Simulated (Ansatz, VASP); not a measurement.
# One calculation of Rh, two programs

File INCAR:

```
SYSTEM = Rh
  PREC = Accurate
  ENCUT = 520
  EDIFF = 1E-6
  ISMEAR = 0
  SIGMA = 0.15
  LREAL = .False.
  LASPH = .True.
  NELM = 100
  ALGO = Fast
  ISIF = 2
  LWAVE = .False.
  LCHARG = .True.
  GGA = PE
  LELF = .True.
  LVHAR = .True.
  NBANDS = 14
```

File KPOINTS:

```
Automatic mesh
0
Gamma
  22 22 22
  0 0 0
```

POSCAR

```
Rh
1.0
    0.0000000000      1.9585965000      1.8445035000
    1.9585965000      0.0000000000      1.8445035000
    1.9585965000      1.9585965000      0.0000000000
Rh
1
Direct
    0.0000000000      0.0000000000      0.0000000000
```

Input for Ansatz:

```yaml
crystal:
  lattice:
    - [0.0, 1.9585965, 1.8445035]
    - [1.9585965, 0.0, 1.8445035]
    - [1.9585965, 1.9585965, 0.0]
  atoms:
    - { symbol: Rh, position: [0.0, 0.0, 0.0] }
basis:
  ecutwfc: 420
kpoints:
  mp_grid: { grid: [22, 22, 22] }
hamiltonian:
  xc: pbe
scf:
  occupations: { method: gaussian, width: 0.15 }
output:
  forces: true
  stress: true
  eigenvalues: true
```

Change from the starting cell: strain +0.030 along x and y, -0.030 along z, atoms carried along.

Alike in both runs: task single point; functional PBE; k mesh 22 × 22 × 22; occupations gaussian, width 0.15 eV; no spin polarisation.

|  | VASP | Ansatz |
| --- | --- | --- |
| version | VASP 6.6.1 | Ansatz 0.2.0 |
| potentials or method | VASP PAW PBE potentials, release 64 (Rh_pv), cutoff 520 eV | scalar-relativistic, plane waves, PAW |
| valence electrons in the cell | 15 | 17 |

|  | VASP | Ansatz | Ansatz less VASP |
| --- | --- | --- | --- |
| gap on the k mesh at the Fermi level (eV) | none | none | - |
| pressure (GPa) | -1.3 | -1.3 | +0.02 |
| traceless stress, the component that is largest in VASP (GPa) | 8.40 | 8.42 | +0.021 |

A gap of «none» marks a metal or a gap that the smearing closes. The functional is the same, so the differences come from potentials, cutoffs and numerics. VASP's potentials hold 15 valence electrons a cell and Ansatz's 17, so a difference there can come from the potentials and not from the codes.
